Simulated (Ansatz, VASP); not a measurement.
# MoS2 in VASP and in Ansatz

Contents of INCAR:

```
SYSTEM = MoS2
PREC = Accurate ; ENCUT = 520
EDIFF = 1E-6 ; ISMEAR = -1
SIGMA = 0.02 ; LREAL = .False.
LASPH = .True. ; NELM = 100
ALGO = Normal ; ISIF = 2
LWAVE = .False. ; LCHARG = .False.
GGA = PE ; NBANDS = 20
```

The input KPOINTS:

```
regular mesh
0
Gamma
  10 10 10
  0 0 0
```

The input POSCAR:

```
MoS2
1.0
    1.5875903429      0.9165957119      6.1939280739
   -1.5875903429      0.9165957119      6.1939280739
    0.0000000000     -1.8331914237      6.1939280739
Mo S
1 2
Direct
    0.0000965174      0.0000965174      0.0000965174
    0.2497906778      0.2497906778      0.2497906778
    0.4171128049      0.4171128049      0.4171128049
```

Input for Ansatz:

```yaml
crystal:
  lattice:
    - [1.5875903429, 0.9165957119, 6.1939280739]
    - [-1.5875903429, 0.9165957119, 6.1939280739]
    - [0.0, -1.8331914237, 6.1939280739]
  atoms:
    - { symbol: Mo, position: [9.65174e-05, 9.65174e-05, 9.65174e-05] }
    - { symbol: S, position: [0.2497906778, 0.2497906778, 0.2497906778] }
    - { symbol: S, position: [0.4171128049, 0.4171128049, 0.4171128049] }
kpoints:
  mp_grid: { grid: [10, 10, 10] }
  band_path:
    path:
      - [[0.0, 0.0, 0.0], [-0.5, -0.5, -0.5], [-0.5, -0.1812659678281, -0.8187340321719]]
      - [[-0.1812659678281, 0.1812659678281, -0.5], [3.125303529292e-16, 6.515387770431e-17, -0.5], [0.0, 0.0, 0.0], [2.468424848204e-16, 0.3406329839141, -0.3406329839141]]
      - [[-0.3406329839141, 9.158434174763e-17, -0.6593670160859], [-0.5, 9.44174748041e-17, -0.5], [0.0, 0.0, 0.0]]
    npoints: 10
hamiltonian:
  xc: pbe
scf:
  occupations: { method: fermi_dirac, width: 0.02 }
  n_extra_bands: 4
output:
  forces: true
  stress: true
  eigenvalues: true
  write_density: true
  write_potential: true
  elf: true
  volumetric_format: npy
```

Alike in both runs: task single point; functional PBE; k mesh 10 × 10 × 10; occupations fermi-dirac, width 0.02 eV; no spin polarisation.

```csv
,VASP,Ansatz
version,VASP 6.6.1,Ansatz 0.2.0
potentials or method,"VASP PAW PBE potentials, release 64 (Mo_sv, S)","plane waves, PAW"
plane-wave cutoff (eV),520,420
valence electrons in the cell,26,26
```

```csv
,VASP,Ansatz,Ansatz less VASP
gap on the k mesh at the Fermi level (eV),0.99,0.97,-0.015
pressure (GPa),2.3,2.4,+0.13
"traceless stress, the component that is largest in VASP (GPa)",0.88,0.92,+0.040
rms of the force components (eV/Å),0.046,0.052,+0.0063
```

Atom by atom the forces differ by 0.006 eV/Å (rms over components).
